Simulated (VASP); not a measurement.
# Pb (Fm-3m) in VASP: a series of runs

Aim: see how the results for Pb move with the level of theory and the settings. Levels: revPBE+D3(BJ), BLYP+D3(BJ), RPBE+D4, BLYP. Tasks: single point, relaxation of cell and atoms.

All numbers are computed with VASP 6.6.1; they aren't measurements. Logs are shortened: lines on timing, memory, paths and dates and some standing lists are left out, and cuts for length are marked.

## 1. The cell of the first run

Symmetry: Fm-3m, No. 225, cubic system. Conventional cell: a = 4.929 Å, b = 4.929 Å, c = 4.929 Å, α = 90.00°, β = 90.00°, γ = 90.00°. Pb (site symmetry m-3m) has 12 Pb at 3.49 Å within 4.6 Å.

## 2. Single point, revPBE+D3(BJ)

File INCAR:

```
SYSTEM = Pb
PREC = Accurate
ENCUT = 520
EDIFF = 1E-6
ISMEAR = -1
SIGMA = 0.05
LREAL = .FALSE.
LASPH = .TRUE.
NELM = 60
ALGO = Normal
ISIF = 2
LWAVE = .FALSE.
LCHARG = .FALSE.
GGA = RE
IVDW = 12
NBANDS = 13
```

File KPOINTS:

```
regular mesh
0
G
  9 9 9
  0 0 0
```

File POSCAR:

```
Pb
1.0
    0.0000000000      2.4642857365      2.4642857365
    2.4642857365      0.0000000000      2.4642857365
    2.4642857365      2.4642857365      0.0000000000
Pb
1
Direct
    0.0000000000      0.0000000000      0.0000000000
```

Potentials or basis: VASP PAW PBE potentials, release 64 (Pb_d).

The run is started by

```
> cat potpaw_PBE.64/Pb_d/POTCAR > POTCAR
> mpirun -np 1 vasp_std > vasp.out
```

OUTCAR:

```text
SYSTEM = Pb
   PREC = Accurate
   ENCUT = 520
   EDIFF = 1E-6
   ISMEAR = -1
   LREAL = .FALSE.
   LASPH = .TRUE.
   NELM = 60
   ISIF = 2
   GGA = RE
   IVDW = 12
 IVDW          = 12

 ion  position               nearest neighbor table
   1  0.000  0.000  0.000-

  LATTYP: Found a face centered cubic cell.
 ALAT       =     4.9285714730

  Lattice vectors:

 A1 = (   0.0000000000,   2.4642857365,   2.4642857365)
 A2 = (   2.4642857365,   0.0000000000,   2.4642857365)
 A3 = (   2.4642857365,   2.4642857365,   0.0000000000)

Analysis of symmetry for initial positions (statically):
[... 5 lines left out ...]
 face centered cubic supercell.

 Subroutine GETGRP returns: Found 48 space group operations
 (whereof 48 operations were pure point group operations)
 out of a pool of 48 trial point group operations.

The static configuration has the point symmetry O_h .

Analysis of symmetry for dynamics (positions and initial velocities):
[... 5 lines left out ...]
 face centered cubic supercell.

 Subroutine GETGRP returns: Found 48 space group operations
 (whereof 48 operations were pure point group operations)
 out of a pool of 48 trial point group operations.

The dynamic configuration has the point symmetry O_h .

 Subroutine INISYM returns: Found 48 space group operations
 (whereof 48 operations are pure point group operations),
 and found     1 'primitive' translations

----------------------------------------------------------------------------------------

                                     Primitive cell

  volume of cell :      29.9298

  direct lattice vectors                    reciprocal lattice vectors
     0.000000000  2.464285736  2.464285736    -0.202898549  0.202898549  0.202898549
     2.464285736  0.000000000  2.464285736     0.202898549 -0.202898549  0.202898549
     2.464285736  2.464285736  0.000000000     0.202898549  0.202898549 -0.202898549

  length of vectors
     3.485026310  3.485026310  3.485026310     0.351430595  0.351430595  0.351430595

  position of ions in fractional coordinates (direct lattice)
     0.000000000  0.000000000  0.000000000

  ion indices of the primitive-cell ions
   primitive index   ion index
                 1           1

----------------------------------------------------------------------------------------

 KPOINTS: regular mesh

Automatic generation of k-mesh.
 Grid dimensions read from file:
 generate k-points for:    9    9    9

 Generating k-lattice:

  Cartesian coordinates                     Fractional coordinates (reciprocal lattice)
    -0.022544283  0.022544283  0.022544283     0.111111111  0.000000000  0.000000000
     0.022544283 -0.022544283  0.022544283     0.000000000  0.111111111  0.000000000
     0.022544283  0.022544283 -0.022544283     0.000000000  0.000000000  0.111111111

  Length of vectors
     0.039047844  0.039047844  0.039047844

  Shift w.r.t. Gamma in fractional coordinates (k-lattice)
     0.000000000  0.000000000  0.000000000

 Subroutine IBZKPT returns following result:
 ===========================================

 Found     35 irreducible k-points:

 Following reciprocal coordinates:
            Coordinates               Weight
  0.000000  0.000000  0.000000      1.000000
  0.111111  0.000000  0.000000      8.000000
  0.222222  0.000000  0.000000      8.000000
  0.333333  0.000000  0.000000      8.000000
  0.444444  0.000000  0.000000      8.000000
  0.111111  0.111111  0.000000      6.000000
[... 16 lines left out ...]
 -0.333333  0.333333  0.000000     12.000000
  0.444444  0.444444  0.000000      6.000000
 [... further k-points ...]
   k-points           NKPTS =     35   k-points in BZ     NKDIM =     35   number of bands    NBANDS=     13
   number of dos      NEDOS =    301   number of ions     NIONS =      1
   total plane-waves  NPLWV =  21952
   dimension x,y,z NGX =    28 NGY =   28 NGZ =   28
   dimension x,y,z NGXF=    56 NGYF=   56 NGZF=   56
   ions per type =               1
   NGX,Y,Z   is equivalent  to a cutoff of  13.36, 13.36, 13.36 a.u.
   NGXF,Y,Z  is equivalent  to a cutoff of  26.71, 26.71, 26.71 a.u.
 SYSTEM =  Pb
   PREC   = accura    normal or accurate (medium, high low for compatibility)
   ISTART =      0    job   : 0-new  1-cont  2-samecut
   ICHARG =      2    charge: 1-file 2-atom 10-const
   ISPIN  =      1    spin polarized calculation?
   LNONCOLLINEAR =      F non collinear calculations
   LSORBIT =      F    spin-orbit coupling
   LASPH  =      T    aspherical Exc in radial PAW
   ENCUT  =  520.0 eV  38.22 Ry    6.18 a.u.   6.48  6.48  6.48*2*pi/ulx,y,z
   NELM   =     60;   NELMIN=  2; NELMDL= -5     # of ELM steps
   EDIFF  = 0.1E-05   stopping-criterion for ELM
   LREAL  =      F    real-space projection
   EDIFFG = 0.1E-04   stopping-criterion for IOM
   NSW    =      0    number of steps for IOM
   IBRION =     -1    ionic relax: 0-MD 1-quasi-New 2-CG
   NFREE  =      0    steps in history (QN), initial steepest desc. (CG)
   ISIF   =      2    stress and relaxation
   ISYM   =      2    0-nonsym 1-usesym 2-fastsym
   POTIM  = 0.5000    time-step for ionic-motion
   TEBEG  =    0.0;   TEEND  =   0.0 temperature during run
   PSTRESS=    0.0 pullay stress
   NELECT =      14.0000    total number of electrons
   NUPDOWN=      -1.0000    fix difference up-down
   EMIN   =  10.00;   EMAX   =-10.00  energy-range for DOS
   EFERMI =   0.00;   METHOD = LEGACY
   ISMEAR =    -1;   SIGMA  =   0.05  broadening in eV -4-tet -1-fermi 0-gaus
   EFERMI_NEDOS =   21; number of points for ismear=-14 and -15
   IALGO  =     38    algorithm
   IMIX   =      4    mixing-type and parameters
     AMIX     =   0.40;   BMIX     =  1.00
     AMIX_MAG =   1.60;   BMIX_MAG =  1.00
  volume/ion in A,a.u.               =      29.93       201.98
  Fermi-wavevector in a.u.,A,eV,Ry     =   1.270817  2.401496 21.973090  1.614977
  Thomas-Fermi vector in A             =   2.403784
   LORBIT       =      0    0 simple, 1 ext, 2 COOP (PROOUT), +10 PAW based schemes
   GGA     = RE    functional components
   LHFCALC =     F    Hartree Fock is set to
   AEXX    =    0.0000 exact exchange contribution
   IVDW    =    12    specifies the selected vdW correction
   LEPSILON=     F    determine dielectric tensor
   LRPA    =     F    only Hartree local field effects (RPA)
 non-spin polarized calculation
  energy-cutoff  :      520.00
  volume of cell :       29.93
 maximum number of plane-waves:       821
 NGX is ok and might be reduce to    28
   NGX = 13   NGY = 13   NGZ = 13

 number of electron      13.9999999 magnetization

 Free energy of the ion-electron system (eV)
  ---------------------------------------------------
  ext. energy  EPLUGINS =         0.00000000
  ---------------------------------------------------
  free energy    TOTEN  =        -3.22722036 eV

  energy without entropy =       -3.22416113  energy(sigma->0) =       -3.22569075

 E-fermi :   7.3735     XC(G=0): -10.1784

 val. band max:        7.1507107309   @ k =  -0.3333   0.3333   0.1111
 cond. band min:       7.3770758876   @ k =  -0.2222   0.3333   0.1111
 fundamental gap:      0.2263651568
 Fermi energy:         7.3734551497

 k-point     1 :       0.0000    0.0000    0.0000
  band No.  band energies     occupation
      1      -9.6131      2.00000
      2      -9.6131      2.00000
      3      -9.6131      2.00000
      4      -9.4686      2.00000
      5      -9.4686      2.00000
      6      -4.3180      2.00000
      7      15.0615      0.00000
      8      15.0615      0.00000
      9      15.0615      0.00000
     10      17.2642      0.00000
     11      18.9991      0.00000
     12      20.0903      0.00000
     13      20.0903      0.00000

 k-point     2 :       0.1111    0.0000    0.0000
  band No.  band energies     occupation
      1      -9.6138      2.00000
      2      -9.5961      2.00000
      3      -9.5961      2.00000
      4      -9.4687      2.00000
      5      -9.4687      2.00000
      6      -4.0767      2.00000
      7      12.6516      0.00000
      8      14.7740      0.00000
      9      14.7740      0.00000
     10      16.8965      0.00000
     11      19.9483      0.00000
     12      20.6044      0.00000
     13      20.6044      0.00000

 k-point     3 :       0.2222    0.0000    0.0000
  band No.  band energies     occupation
      1      -9.6196      2.00000
      2      -9.5761      2.00000
      3      -9.5761      2.00000
      4      -9.4453      2.00000
      5      -9.4453      2.00000
      6      -3.3540      2.00000
      7       9.1380      0.00000
      8      14.1643      0.00000
      9      14.1643      0.00000
     10      16.5741      0.00000
     11      19.4226      0.00000
     12      20.2073      0.00000
     13      20.2073      0.00000
[... 305 lines left out ...]
 k-point    23 :      -0.3333    0.3333    0.0000
  band No.  band energies     occupation
      1      -9.6708      2.00000
      2      -9.5080      2.00000
      3      -9.4592      2.00000
      4      -9.4359      2.00000
      5      -9.3690      2.00000
      6       0.3687      2.00000
      7       5.6805      2.00000
      8       5.9491      2.00000
      9      11.2321      0.00000
     10      14.4530      0.00000
     11      21.3553      0.00000
     12      22.9780      0.00000
     13      22.9838      0.00000

 k-point    24 :       0.4444    0.4444    0.0000
  band No.  band energies     occupation
      1      -9.7775      2.00000
      2      -9.6836      2.00000
      3      -9.3450      2.00000
      4      -9.3046      2.00000
      5      -9.3046      2.00000
      6       0.3722      2.00000
      7       4.7790      2.00000
      8       9.6964      0.00000
      9       9.6964      0.00000
     10      13.0137      0.00000
     11      14.2303      0.00000
     12      25.8481      0.00000
     13      27.6200      0.00000

 [... further k-points ...]

------------------------ aborting loop because EDIFF is reached ----------------------------------------

 Edisp (eV)   -0.74476

 E8    (eV) :    -0.5548

  FORCE on cell =-STRESS in cart. coord.  units (eV):
  Direction    XX          YY          ZZ          XY          YZ          ZX
  --------------------------------------------------------------------------------------
  -------------------------------------------------------------------------------------
  Total      -0.00664    -0.00664    -0.00664     0.00000     0.00000    -0.00000
  in kB      -0.35541    -0.35541    -0.35541     0.00000     0.00000    -0.00000
  external pressure =       -0.36 kB  Pullay stress =        0.00 kB

 VOLUME and BASIS-vectors are now :
 -----------------------------------------------------------------------------
  energy-cutoff  :      520.00
  volume of cell :       29.93
      direct lattice vectors                 reciprocal lattice vectors
     0.000000000  2.464285736  2.464285736    -0.202898549  0.202898549  0.202898549
     2.464285736  0.000000000  2.464285736     0.202898549 -0.202898549  0.202898549
     2.464285736  2.464285736  0.000000000     0.202898549  0.202898549 -0.202898549

 POSITION                                       TOTAL-FORCE (eV/Angst)
 -----------------------------------------------------------------------------------
      0.00000      0.00000      0.00000         0.000000      0.000000      0.000000
 -----------------------------------------------------------------------------------
    total drift:                               -0.000000     -0.000000     -0.000000

  FREE ENERGIE OF THE ION-ELECTRON SYSTEM (eV)
  ---------------------------------------------------
  free  energy   TOTEN  =        -3.9719827843 eV

  energy  without entropy=       -3.9689235505  energy(sigma->0) =       -3.97045317
```

It took 12 s on 1 thread of Intel Xeon 6975P-C, shared host; peak memory 0.16 GiB.

What came out:

- Free energy: -3.9720 eV
- Pressure: 0.0 GPa
- Band gap on the k mesh: zero (band 7 reaches 15.06 eV, above the bottom of band 8 at 5.95 eV)
- Dispersion energy per atom: -0.745 eV

Caveat: the PAW data sets were made with another functional, which shifts forces and pressure a little; spin-orbit coupling is left out, which moves the levels of the heavy elements; pairwise dispersion overbinds metals, which lowers pressure and volume.

## 3. Single point, BLYP+D3(BJ)

This run uses another cell than the first one, of 30.72 Å³/atom, 1.026 times its volume.

File INCAR:

```
SYSTEM = Pb
  PREC = Accurate
  ENCUT = 520
  EDIFF = 1E-6
  ISMEAR = -1
  SIGMA = 0.05
  LREAL = .False.
  LASPH = .True.
  NELM = 80
  ALGO = Normal
  ISIF = 2
  LWAVE = .False.
  LCHARG = .True.
  GGA = B5
  ALDAX = 1.0
  AGGAX = 1.0
  AGGAC = 1.0
  ALDAC = 0.0
  IVDW = 12
  VDW_S6 = 1.0
  VDW_S8 = 2.6996
  VDW_A1 = 0.4298
  VDW_A2 = 4.2359
  LELF = .True.
  LVHAR = .True.
  NBANDS = 13
```

File KPOINTS:

```
regular mesh
0
Gamma
  9 9 9
  0 0 0
```

File POSCAR:

```
Pb
1.0
    0.0000000000      2.4856897690      2.4856897690
    2.4856897690      0.0000000000      2.4856897690
    2.4856897690      2.4856897690      0.0000000000
Pb
1
Direct
    0.0000000000      0.0000000000      0.0000000000
```

Potentials or basis: VASP PAW PBE potentials, release 64 (Pb_d).

The run is started by

```
> cat potpaw_PBE.64/Pb_d/POTCAR > POTCAR
> mpirun -np 1 vasp_std > vasp.out
```

It took 18 s on 1 thread of Intel Xeon 6975P-C, shared host; peak memory 0.17 GiB.

It converged, with:

```
Free energy                : -3.8150 eV
Pressure                   : 0.1 GPa
Band gap on the k mesh     : zero (band 7 reaches 14.77 eV, above the bottom of band 8 at 6.15 eV)
Dispersion energy per atom : -0.987 eV
```

Levels at points of the mesh, in eV from the Fermi level:
| k point | band 5 | band 6 | band 7 | band 8 | band 9 | band 10 |
| --- | --- | --- | --- | --- | --- | --- |
| (0.00, 0.00, 0.00) | -16.82 | -11.59 | 7.25 | 7.25 | 7.25 | 10.16 |

Caveat: the PAW data sets were made with another functional, which shifts forces and pressure a little; spin-orbit coupling is left out, which moves the levels of the heavy elements; pairwise dispersion overbinds metals, which lowers pressure and volume.

## 4. Single point, RPBE+D4

This run uses another cell than the first one, of 30.54 Å³/atom, 1.020 times its volume.

File INCAR:

```
  ALGO = Normal
  EDIFF = 1E-6
  ENCUT = 520
  GGA = RP
  ISIF = 2
  ISMEAR = -1
  IVDW = 13
  LASPH = True
  LCHARG = False
  LREAL = False
  LWAVE = False
  NBANDS = 13
  NELM = 80
  PREC = Accurate
  SIGMA = 0.05
```

File KPOINTS:

```
k-points
0
Gamma
  9 9 9
```

File POSCAR:

```
Pb
1.0
    0.0000000000      2.4808915632      2.4808915632
    2.4808915632      0.0000000000      2.4808915632
    2.4808915632      2.4808915632      0.0000000000
Pb
1
Direct
    0.0000000000      0.0000000000      0.0000000000
```

Potentials or basis: VASP PAW PBE potentials, release 64 (Pb_d).

The run is started by

```
> cat potpaw_PBE.64/Pb_d/POTCAR > POTCAR
> mpirun -np 1 vasp_std > vasp.out
```

OUTCAR:

```text
EDIFF = 1E-6
   ENCUT = 520
   GGA = RP
   ISIF = 2
   ISMEAR = -1
   IVDW = 13
   LASPH = True
   LREAL = False
   NELM = 80
   PREC = Accurate

 ion  position               nearest neighbor table
   1  0.000  0.000  0.000-

  LATTYP: Found a face centered cubic cell.
 ALAT       =     4.9617831264

  Lattice vectors:

 A1 = (   0.0000000000,   2.4808915632,   2.4808915632)
 A2 = (   2.4808915632,   0.0000000000,   2.4808915632)
 A3 = (   2.4808915632,   2.4808915632,   0.0000000000)

Analysis of symmetry for initial positions (statically):
[... 564 lines left out ...]
------------------------ aborting loop because EDIFF is reached ----------------------------------------

  DFT-D4 for vdW energy calculation

  Edisp (eV):   -0.72477

  FORCE on cell =-STRESS in cart. coord.  units (eV):
  Direction    XX          YY          ZZ          XY          YZ          ZX
  --------------------------------------------------------------------------------------
  -------------------------------------------------------------------------------------
  Total      -0.01562    -0.01562    -0.01562    -0.00000    -0.00000     0.00000
  in kB      -0.81935    -0.81935    -0.81935    -0.00000    -0.00000     0.00000
  external pressure =       -0.82 kB  Pullay stress =        0.00 kB

 VOLUME and BASIS-vectors are now :
 -----------------------------------------------------------------------------
  energy-cutoff  :      520.00
  volume of cell :       30.54
      direct lattice vectors                 reciprocal lattice vectors
     0.000000000  2.480891563  2.480891563    -0.201540449  0.201540449  0.201540449
     2.480891563  0.000000000  2.480891563     0.201540449 -0.201540449  0.201540449
     2.480891563  2.480891563  0.000000000     0.201540449  0.201540449 -0.201540449

 POSITION                                       TOTAL-FORCE (eV/Angst)
 -----------------------------------------------------------------------------------
      0.00000      0.00000      0.00000         0.000000     -0.000000      0.000000
 -----------------------------------------------------------------------------------
    total drift:                               -0.000000     -0.000000     -0.000000

  FREE ENERGIE OF THE ION-ELECTRON SYSTEM (eV)
  ---------------------------------------------------
  free  energy   TOTEN  =        -3.8947985994 eV

  energy  without entropy=       -3.8916598296  energy(sigma->0) =       -3.89322921
```

Wall time 14 s (1 thread of Intel Xeon 6975P-C, shared host); peak memory 0.16 GiB.

What came out:

- Free energy: -3.8948 eV
- Pressure: -0.1 GPa
- Band gap on the k mesh: zero (band 7 reaches 14.72 eV, above the bottom of band 8 at 5.80 eV)
- Dispersion energy per atom: -0.725 eV

Levels at points of the mesh, in eV from the Fermi level:
```csv
k point,band 3,band 4,band 5,band 6,band 7,band 8,band 9,band 10,band 11,band 12
"(0.00, 0.00, 0.00)",-17.00,-16.87,-16.87,-11.56,7.52,7.52,7.52,9.86,11.35,12.55
```

Caveat: the PAW data sets were made with another functional, which shifts forces and pressure a little; spin-orbit coupling is left out, which moves the levels of the heavy elements; pairwise dispersion overbinds metals, which lowers pressure and volume.

(Continued in part 2 of 2.)
